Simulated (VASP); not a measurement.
# GaN (R3m) in VASP: a series of runs

Runs on GaN. Level: r2SCAN. Tasks: dielectric tensor.

All numbers are computed with VASP 6.6.1; they aren't measurements. Logs are shortened: lines on timing, memory, paths and dates and some standing lists are left out, and cuts for length are marked.

## 1. The cell of the first run

Symmetry: R3m, No. 160, trigonal system. The conventional cell has a = 3.244 Å, b = 3.244 Å, c = 7.726 Å, α = 90.00°, β = 90.00°, γ = 120.00°. Ga (site symmetry 3m) has 4 N at 1.95 to 1.97 Å within 2.6 Å. N (site symmetry 3m) has 4 Ga at 1.95 to 1.97 Å within 2.6 Å.

## 2. Dielectric tensor, r2SCAN (epitaxial 111 strain +2.0%)

File INCAR:

```
ALGO = Normal
EDIFF = 1E-8
ENCUT = 520
ISIF = 2
ISMEAR = 0
LASPH = True
LCALCEPS = True
LCHARG = False
LMIXTAU = True
LREAL = False
LWAVE = False
METAGGA = R2SCAN
NELM = 60
PREC = Accurate
SIGMA = 0.01
```

File KPOINTS:

```
k-points
0
Gamma
  8 8 8
```

File POSCAR:

```
GaN
1.0
   -0.0424854305      2.2514461614      2.2514461614
    2.2514461614     -0.0424854305      2.2514461614
    2.2514461614      2.2514461614     -0.0424854305
Ga N
1 1
Direct
   -0.0012512220     -0.0012512220     -0.0012512220
    0.2512512220      0.2512512220      0.2512512220
```

Potentials or basis: VASP PAW PBE potentials, release 64 (Ga_d, N).

Run with:

```console
$ cat potpaw_PBE.64/Ga_d/POTCAR potpaw_PBE.64/N/POTCAR > POTCAR
$ mpirun -np 1 vasp_std > vasp.out
```

OUTCAR:

```text
EDIFF = 1E-8
   ENCUT = 520
   ISIF = 2
   ISMEAR = 0
   LASPH = True
   LREAL = False
   METAGGA = R2SCAN
   NELM = 60
   PREC = Accurate

 ion  position               nearest neighbor table
   1  0.999  0.999  0.999-   2 1.95   2 1.97   2 1.97   2 1.97
   2  0.251  0.251  0.251-   1 1.95   1 1.97   1 1.97   1 1.97

  LATTYP: Found a trigonal (rhomboedric) cell.
 ALAT       =     3.1843091318
 COS(alpha) =     0.4810440682

  Lattice vectors:

 A1 = (  -0.0424854305,   2.2514461614,   2.2514461614)
 A2 = (   2.2514461614,  -0.0424854305,   2.2514461614)
 A3 = (   2.2514461614,   2.2514461614,  -0.0424854305)

Analysis of symmetry for initial positions (statically):
=====================================================================
 Subroutine PRICEL returns:
 Original cell was already a primitive cell.

 Routine SETGRP: Setting up the symmetry group for a
 trigonal (rhombohedral) supercell.

 Subroutine GETGRP returns: Found  6 space group operations
 (whereof  6 operations were pure point group operations)
 out of a pool of 12 trial point group operations.

The static configuration has the point symmetry C_3v.

Analysis of symmetry for dynamics (positions and initial velocities):
=====================================================================
 Subroutine PRICEL returns:
 Original cell was already a primitive cell.

 Routine SETGRP: Setting up the symmetry group for a
 trigonal (rhombohedral) supercell.

 Subroutine GETGRP returns: Found  6 space group operations
 (whereof  6 operations were pure point group operations)
 out of a pool of 12 trial point group operations.

The dynamic configuration has the point symmetry C_3v.

 Subroutine INISYM returns: Found  6 space group operations
 (whereof  6 operations are pure point group operations),
 and found     1 'primitive' translations

----------------------------------------------------------------------------------------

                                     Primitive cell

  volume of cell :      23.4712

  direct lattice vectors                    reciprocal lattice vectors
    -0.042485430  2.251446161  2.251446161    -0.215890263  0.220042528  0.220042528
     2.251446161 -0.042485430  2.251446161     0.220042528 -0.215890263  0.220042528
     2.251446161  2.251446161 -0.042485430     0.220042528  0.220042528 -0.215890263

  length of vectors
[... 136 lines left out ...]
 Fermi energy:         4.8975755733

 k-point     1 :       0.0000    0.0000    0.0000
  band No.  band energies     occupation
      1     -11.7690      2.00000
      2      -9.0724      2.00000
      3      -9.0719      2.00000
      4      -9.0659      2.00000
      5      -8.7459      2.00000
      6      -8.7459      2.00000
      7       4.6939      2.00000
      8       4.6939      2.00000
      9       4.8569      2.00000
     10   10000.0000      0.00000
     11   10000.0000      0.00000
     12   10000.0000      0.00000
     13   10000.0000      0.00000
[... 354 lines left out ...]
  band No.  band energies     occupation
      1     -11.0525      2.00000
      2      -8.9848      2.00000
      3      -8.9806      2.00000
      4      -8.7616      2.00000
      5      -8.7455      2.00000
      6      -8.3905      2.00000
      7       0.0634      2.00000
      8       3.1473      2.00000
      9       4.1458      2.00000
     10   10000.0000      0.00000
     11   10000.0000      0.00000
     12   10000.0000      0.00000
     13   10000.0000      0.00000

 [... further k-points ...]

------------------------ aborting loop because EDIFF is reached ----------------------------------------

            Ionic dipole moment: p[ion]=(     5.53086     5.53086     5.53086 ) |e| Angst

 Total electronic dipole moment: p[elc]=(     0.03872     0.03872     0.04475 ) |e| Angst

 MACROSCOPIC STATIC DIELECTRIC TENSOR (including local field effects)
 ------------------------------------------------------
           5.572493    -0.072369    -0.072369
          -0.072369     5.572493    -0.072369
          -0.072369    -0.072369     5.572493
 ------------------------------------------------------

 PIEZOELECTRIC TENSOR (including local field effects) (e Angst)
          XX          YY          ZZ          XY          YZ          ZX
  --------------------------------------------------------------------------------
  x    -0.05253     0.03865     0.03865     0.01195    -1.48591     0.01194
  y     0.03865    -0.05253     0.03865     0.01194     0.01195    -1.48591
  z     0.03865     0.03865    -0.05253    -1.48591     0.01194     0.01195

 PIEZOELECTRIC TENSOR (including local field effects) (C/m^2)
          XX          YY          ZZ          XY          YZ          ZX
  --------------------------------------------------------------------------------
  x    -0.03586     0.02638     0.02638     0.00816    -1.01430     0.00815
  y     0.02638    -0.03586     0.02638     0.00815     0.00816    -1.01430
  z     0.02638     0.02638    -0.03586    -1.01430     0.00815     0.00816

 BORN EFFECTIVE CHARGES (including local field effects) (in |e|, cummulative output)
 ---------------------------------------------------------------------------------
 ion    1
    1     2.68433    -0.01918    -0.01918
    2    -0.01918     2.68433    -0.01918
    3    -0.01918    -0.01918     2.68433
 ion    2
    1    -2.68433     0.01918     0.01918
    2     0.01918    -2.68433     0.01918
    3     0.01918     0.01918    -2.68433

  FORCE on cell =-STRESS in cart. coord.  units (eV):
  Direction    XX          YY          ZZ          XY          YZ          ZX
  --------------------------------------------------------------------------------------
  -------------------------------------------------------------------------------------
  Total       -0.6959197     -0.6959197     -0.6959197      0.4204226      0.4204226      0.4204226
  in kB      -47.5044488    -47.5044488    -47.5044488     28.6986321     28.6986321     28.6986321
  external PRESSURE =     -47.5044488 kB  Pullay stress =       0.0000000 kB

 VOLUME and BASIS-vectors are now :
 -----------------------------------------------------------------------------
  energy-cutoff  :      520.00
  volume of cell :       23.47
      direct lattice vectors                 reciprocal lattice vectors
    -0.042485430  2.251446161  2.251446161    -0.215890263  0.220042528  0.220042528
     2.251446161 -0.042485430  2.251446161     0.220042528 -0.215890263  0.220042528
     2.251446161  2.251446161 -0.042485430     0.220042528  0.220042528 -0.215890263

 POSITION                                       TOTAL-FORCE (eV/Angst)
 -----------------------------------------------------------------------------------
      4.45483      4.45483      4.45483        -0.009420     -0.009420     -0.009420
      1.12068      1.12068      1.12068         0.009420      0.009420      0.009420
 -----------------------------------------------------------------------------------
    total drift:                               -0.003424     -0.003424     -0.003425

  FREE ENERGIE OF THE ION-ELECTRON SYSTEM (eV)
  ---------------------------------------------------
  free  energy   TOTEN  =       -21.8765867900 eV

  energy  without entropy=      -21.8765867900  energy(sigma->0) =      -21.87658679
```

OSZICAR:

```text
N       E                     dE             d eps       ncg     rms          rms(c)
DAV:   1     0.807606372638E+02    0.80761E+02   -0.99964E+03  1788   0.254E+03
DAV:   2    -0.190156220466E+02   -0.99776E+02   -0.94273E+02  1880   0.376E+02
DAV:   3    -0.266315969433E+02   -0.76160E+01   -0.75672E+01  1950   0.923E+01
[... 13 lines left out ...]
DMP:  12    -0.218765867126E+02   -0.47040E-07   -0.37096E-07  1950   0.445E-07   0.929E-07
DMP:  13    -0.218765867439E+02   -0.31303E-07   -0.25062E-07  1950   0.293E-07   0.642E-07
DMP:  14    -0.218765867657E+02   -0.21781E-07   -0.16318E-07  1950   0.175E-07   0.448E-07
DMP:  15    -0.218765867802E+02   -0.14551E-07   -0.10397E-07  1950   0.108E-07   0.292E-07
DMP:  16    -0.218765867900E+02   -0.97184E-08   -0.69990E-08  1950   0.736E-08   0.195E-07
   1 F= -.21876587E+02 E0= -.21876587E+02  d E =-.705550E-12
```

It took 12 min on 1 thread of Intel Xeon 6975P-C (Granite Rapids), shared host; peak memory 0.31 GiB.

What came out:

```yaml
Band_gap_on_the_k_mesh: 1.82 eV
Electronic_dielectric_tensor_diagonal: 5.57
Born_charges_mean_of_the_diagonal: Ga +2.68; N -2.68 e
```

Levels at points of the mesh, in eV from the valence-band top:
| k point | band 5 | band 6 | band 7 | band 8 | band 9 | band 10 | band 11 | band 12 | band 13 |
| --- | --- | --- | --- | --- | --- | --- | --- | --- | --- |
| (0.00, 0.00, 0.00) | -13.60 | -13.60 | -0.16 | -0.16 | 0.00 | 1.82 | 10.52 | 10.52 | 11.18 |
| (0.50, 0.00, 0.00) | -13.56 | -12.51 | -7.13 | -1.09 | -0.97 | 4.95 | 9.13 | 10.78 | 10.97 |
| (0.50, 0.50, 0.00) | -13.53 | -12.09 | -6.22 | -2.93 | -2.67 | 3.63 | 7.00 | 12.24 | 14.47 |
| (0.50, 0.50, 0.50) | -13.56 | -12.38 | -6.99 | -1.20 | -1.20 | 4.61 | 9.29 | 10.45 | 10.45 |

Electronic dielectric tensor:
```
 5.57 -0.07 -0.07
-0.07  5.57 -0.07
-0.07 -0.07  5.57
```

Born effective charge tensors (e):
atom 1, Ga
```
 2.68 -0.02 -0.02
-0.02  2.68 -0.02
-0.02 -0.02  2.68
```
atom 2, N
```
-2.68  0.02  0.02
 0.02 -2.68  0.02
 0.02  0.02 -2.68
```

Dipole moments of the cell (e·Å, modulo the quantum): ionic 5.531, 5.531, 5.531; electronic 0.039, 0.039, 0.045

Caveat: the cell differs from its parent crystal (epitaxial 111 strain +2.0%); the PAW data sets were made with another functional, which shifts forces and pressure a little.

## 3. Dielectric tensor, r2SCAN (epitaxial 111 strain +3.0%)

Edit INCAR of step 2 so:

```diff
@@ -12,3 +12,3 @@
 METAGGA = R2SCAN
-NELM = 60
+NELM = 100
 PREC = Accurate
```

KPOINTS is that of step 2.

File POSCAR:

```
GaN
1.0
   -0.0633654888      2.2530556285      2.2530556285
    2.2530556285     -0.0633654888      2.2530556285
    2.2530556285      2.2530556285     -0.0633654888
Ga N
1 1
Direct
   -0.0018114739     -0.0018114739     -0.0018114739
    0.2518114739      0.2518114739      0.2518114739
```

Potentials or basis: VASP PAW PBE potentials, release 64 (Ga_d, N).

Run with:

```console
$ cat potpaw_PBE.64/Ga_d/POTCAR potpaw_PBE.64/N/POTCAR > POTCAR
$ mpirun -np 1 vasp_std > vasp.out
```

OUTCAR:

```text
EDIFF = 1E-8
   ENCUT = 520
   ISIF = 2
   ISMEAR = 0
   LASPH = True
   LREAL = False
   METAGGA = R2SCAN
   NELM = 100
   PREC = Accurate

 ion  position               nearest neighbor table
   1  0.998  0.998  0.998-   2 1.95   2 1.99   2 1.99   2 1.99
   2  0.252  0.252  0.252-   1 1.95   1 1.99   1 1.99   1 1.99

  LATTYP: Found a trigonal (rhomboedric) cell.
 ALAT       =     3.1869318341
 COS(alpha) =     0.4716892081

  Lattice vectors:

 A1 = (  -0.0633654888,   2.2530556285,   2.2530556285)
 A2 = (   2.2530556285,  -0.0633654888,   2.2530556285)
 A3 = (   2.2530556285,   2.2530556285,  -0.0633654888)

Analysis of symmetry for initial positions (statically):
=====================================================================
 Subroutine PRICEL returns:
 Original cell was already a primitive cell.

 Routine SETGRP: Setting up the symmetry group for a
 trigonal (rhombohedral) supercell.

[... 578 lines left out ...]
  z     0.05723     0.05723    -0.07654    -1.51626     0.01858     0.01861

 PIEZOELECTRIC TENSOR (including local field effects) (C/m^2)
          XX          YY          ZZ          XY          YZ          ZX
  --------------------------------------------------------------------------------
  x    -0.05144     0.03847     0.03847     0.01251    -1.01906     0.01249
  y     0.03847    -0.05144     0.03847     0.01249     0.01251    -1.01906
  z     0.03847     0.03847    -0.05144    -1.01906     0.01249     0.01251

 BORN EFFECTIVE CHARGES (including local field effects) (in |e|, cummulative output)
 ---------------------------------------------------------------------------------
 ion    1
    1     2.69423    -0.02964    -0.02964
    2    -0.02964     2.69423    -0.02964
    3    -0.02964    -0.02964     2.69423
 ion    2
    1    -2.69423     0.02964     0.02964
    2     0.02964    -2.69423     0.02964
    3     0.02964     0.02964    -2.69423

  FORCE on cell =-STRESS in cart. coord.  units (eV):
  Direction    XX          YY          ZZ          XY          YZ          ZX
  --------------------------------------------------------------------------------------
  -------------------------------------------------------------------------------------
  Total       -1.0893475     -1.0893475     -1.0893475      0.6156232      0.6156232      0.6156232
  in kB      -73.2133906    -73.2133906    -73.2133906     41.3751018     41.3751018     41.3751018
  external PRESSURE =     -73.2133906 kB  Pullay stress =       0.0000000 kB

 VOLUME and BASIS-vectors are now :
 -----------------------------------------------------------------------------
  energy-cutoff  :      520.00
  volume of cell :       23.84
      direct lattice vectors                 reciprocal lattice vectors
    -0.063365489  2.253055628  2.253055628    -0.212771613  0.218928821  0.218928821
     2.253055628 -0.063365489  2.253055628     0.218928821 -0.212771613  0.218928821
     2.253055628  2.253055628 -0.063365489     0.218928821  0.218928821 -0.212771613

 POSITION                                       TOTAL-FORCE (eV/Angst)
 -----------------------------------------------------------------------------------
      4.43470      4.43470      4.43470        -0.010008     -0.010008     -0.010008
      1.11873      1.11873      1.11873         0.010008      0.010008      0.010008
 -----------------------------------------------------------------------------------
    total drift:                               -0.004264     -0.004264     -0.004264

  FREE ENERGIE OF THE ION-ELECTRON SYSTEM (eV)
  ---------------------------------------------------
  free  energy   TOTEN  =       -21.8490404362 eV

  energy  without entropy=      -21.8490404362  energy(sigma->0) =      -21.84904044
```

stdout:

```text
POSCAR found type information on POSCAR GaN
 POSCAR found :  2 types and       2 ions
 scaLAPACK will be used
 -----------------------------------------------------------------------------
[... 111 lines left out ...]
 p_tot=(  0.555E+01  0.555E+01  0.555E+01 )
dp_tot=( -0.147E-03  0.604E-02 -0.147E-03 )  diag[e(oo)]=(    ---    5.58449    ---   )
 p_tot=(  0.555E+01  0.555E+01  0.555E+01 )
dp_tot=( -0.148E-03  0.607E-02 -0.148E-03 )  diag[e(oo)]=(    ---    5.61132    ---   )
 p_tot=(  0.555E+01  0.555E+01  0.555E+01 )
dp_tot=( -0.148E-03  0.609E-02 -0.147E-03 )  diag[e(oo)]=(    ---    5.62626    ---   )
 p_tot=(  0.555E+01  0.555E+01  0.555E+01 )
dp_tot=( -0.147E-03  0.611E-02 -0.147E-03 )  diag[
```

It took 12 min on 1 thread of Intel Xeon 6975P-C (Granite Rapids), shared host; peak memory 0.32 GiB.

What came out:

| Property | Result |
| --- | --- |
| Band gap on the k mesh | 1.65 eV |
| Electronic dielectric tensor (diagonal) | 5.68 |
| Born charges (mean of the diagonal) | Ga +2.69; N -2.69 e |

Electronic dielectric tensor:
```
 5.68 -0.11 -0.11
-0.11  5.68 -0.11
-0.11 -0.11  5.68
```

Born effective charge tensors (e):
atom 1, Ga
```
 2.69 -0.03 -0.03
-0.03  2.69 -0.03
-0.03 -0.03  2.69
```
atom 2, N
```
-2.69  0.03  0.03
 0.03 -2.69  0.03
 0.03  0.03 -2.69
```

Dipole moments of the cell (e·Å, modulo the quantum): ionic 5.489, 5.489, 5.489; electronic 0.057, 0.057, 0.064

Caveat: the cell differs from its parent crystal (epitaxial 111 strain +3.0%); the PAW data sets were made with another functional, which shifts forces and pressure a little.

(Continued in part 2 of 2.)
